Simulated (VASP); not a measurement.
Here is a VASP 6.6.1 calculation.

Contents of INCAR:

```
SYSTEM = Pt
PREC = Accurate ; ENCUT = 520
EDIFF = 1E-7 ; ISMEAR = 0
SIGMA = 0.15 ; LREAL = .FALSE.
LASPH = .TRUE. ; NELM = 60
ALGO = Fast ; ISIF = 2
LWAVE = .FALSE. ; LCHARG = .FALSE.
GGA = PS ; NBANDS = 17
```

Contents of KPOINTS:

```
regular mesh
0
G
  30 30 14
  0 0 0
```

POSCAR

```
Pt
1.0
    2.5644827970      0.0000000000      0.0000000000
   -1.2822413985      2.2209072497      0.0000000000
    0.0000000000      0.0000000000      5.3151284198
Pt
2
Direct
    0.6666666667      0.3333333333      0.7500000000
    0.3333333333      0.6666666667      0.2500000000
```

Potentials or basis: VASP PAW PBE potentials, release 64 (Pt).

The run is started by

```bash
$ cat potpaw_PBE.64/Pt/POTCAR > POTCAR
$ mpirun -np 1 vasp_std > vasp.out
```

Problem. Predict the band gap on the k mesh.

Solution. Zero (bands 10 and 11 overlap by 2.14 eV).

Problem. Estimate the pressure.

Solution. 18.4 GPa.

Stress tensor (GPa, compression positive):
```
 36.27   0.00   0.00
  0.00  36.27   0.00
  0.00   0.00 -17.35
```

Caveat: the stress differs along the axes, from -17 to 36 GPa; the PAW data sets were made with another functional, which shifts forces and pressure a little; spin-orbit coupling is left out, which moves the levels of the heavy elements.
